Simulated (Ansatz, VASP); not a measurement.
**Mg7CuO8: VASP beside Ansatz**

```
Mg Cu O
1.0
     0.00000    4.35540    4.35540
     4.35540    0.00000    4.35540
     4.35540    4.35540    0.00000
Mg Cu O
7 1 8
Cartesian
  0.0000 0.0000 0.0000
  2.1777 2.1777 0.0000
  2.1777 0.0000 2.1777
  4.3554 2.1777 2.1777
  2.1777 4.3554 2.1777
  2.1777 2.1777 4.3554
  4.3554 4.3554 4.3554
  0.0000 2.1777 2.1777
  2.1777 2.1777 2.1777
  4.3554 4.3554 2.1777
  4.3554 2.1777 4.3554
  6.5331 4.3554 4.3554
  2.1777 4.3554 4.3554
  4.3554 6.5331 4.3554
  4.3554 4.3554 6.5331
  6.5331 6.5331 6.5331
```

Change from the starting cell: parallel moments scaled by 0.2, plain SCF.

Alike in both runs: task single point; functional PBE; k mesh 2 × 2 × 2; occupations fermi-dirac, width 0.01 eV; collinear spin.

```csv
,VASP,Ansatz
version,VASP 6.6.1,Ansatz 0.2.0
potentials or method,"VASP PAW PBE potentials, release 64 (Mg, Cu, O), cutoff 520 eV","PAW, plane waves, scalar-relativistic"
valence electrons in the cell,73,137
```

|  | VASP | Ansatz | Ansatz less VASP |
| --- | --- | --- | --- |
| pressure (GPa) | -9.5 | -8.9 | +0.67 |
| rms of the force components (eV/Å) | 0.146 | 0.138 | -0.0087 |
| net moment per atom (μB) | 0.06 | 0.06 | 0.000 |
| size of the moment on the site where the two differ most (μB) | 0.59 | 0.60 | +0.013 |

Site moments also hang on the region over which each program counts them. VASP's potentials hold 73 valence electrons a cell and Ansatz's 137, so a difference there can come from the potentials and not from the codes.

The k mesh is coarse, so the values compare programs but aren't converged.
